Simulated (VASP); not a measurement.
Input of a VASP 6.6.1 run:

File INCAR:

```
SYSTEM = Ta
PREC = Accurate ; ENCUT = 520
EDIFF = 1E-7 ; ISMEAR = 0
SIGMA = 0.1 ; LREAL = .False.
LASPH = .True. ; NELM = 60
ALGO = Fast ; ISIF = 2
LWAVE = .False. ; LCHARG = .True.
GGA = PS ; LELF = .True.
LVHAR = .True. ; NBANDS = 18
```

The input KPOINTS:

```
Automatic mesh
0
Gamma
  16 16 16
  0 0 0
```

File POSCAR:

```
Ta
1.0
    3.3460917286      0.0000000000      0.0000000000
    0.0000000000      3.3460917286      0.0000000000
    0.0000000000      0.0000000000      3.2064976778
Ta
2
Direct
    0.0000000000      0.0000000000      0.0000000000
    0.5000000000      0.5000000000      0.5000000000
```

Potentials or basis: VASP PAW PBE potentials, release 64 (Ta_pv).

Launch:

```console
$ cat potpaw_PBE.64/Ta_pv/POTCAR > POTCAR
$ mpirun -np 1 vasp_std > vasp.out
```

(1) Estimate the pressure.

(2) Estimate the band gap on the k mesh.

Results:

(1) -2.9 GPa.

(2) zero (band 11 reaches 7.09 eV, above the bottom of band 12 at 4.18 eV).

Caveat: the cell differs from its parent crystal (biaxial strain in the a-b plane: +2.0 %, then relaxed in part); the PAW data sets were made with another functional, which shifts forces and pressure a little; spin-orbit coupling is left out, which moves the levels of the heavy elements.
